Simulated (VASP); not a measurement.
A run of VASP 6.6.1:

File INCAR:

```
SYSTEM = KF
PREC     = Accurate       ! precision mode
ENCUT    = 520            ! plane-wave cutoff, eV
EDIFF    = 1E-8           ! SCF threshold, eV
ISMEAR   = 0              ! smearing method
SIGMA    = 0.01           ! smearing width, eV
LREAL    = .False.        ! projectors in reciprocal space
LASPH    = .True.         ! aspherical terms in the spheres
NELM     = 100            ! most SCF steps
ALGO     = Normal         ! electronic algorithm
ISIF     = 2              ! what is computed and relaxed
LWAVE    = .False.        ! write WAVECAR
LCHARG   = .False.        ! write CHGCAR
GGA      = PS             ! functional
NBANDS   = 15             ! bands
IBRION   = 8              ! ionic algorithm
NSW      = 1              ! ionic steps
```

File KPOINTS:

```
regular mesh
0
Gamma
  6 6 6
  0 0 0
```

Contents of POSCAR:

```
KF
1.0
    0.0000000000      2.6717641383      2.6717641383
    2.6717641383      0.0000000000      2.6717641383
    2.6717641383      2.6717641383      0.0000000000
K F
1 1
Direct
    0.0000000000      0.0000000000      0.0000000000
    0.5000000000      0.5000000000      0.5000000000
```

Potentials or basis: VASP PAW PBE potentials, release 64 (K_sv, F).

Launch:

```console
$ cat potpaw_PBE.64/K_sv/POTCAR potpaw_PBE.64/F/POTCAR > POTCAR
$ mpirun -np 1 vasp_std > vasp.out
```

Hardware: 1 thread of AMD EPYC 7R13, on a shared host.

Q: How long does it take, and how much memory?

A: Wall time 2.8 min on 1 thread of AMD EPYC 7R13, with other jobs on the host, peak memory 0.17 GiB. Counts: scf iterations 47, k points 16.
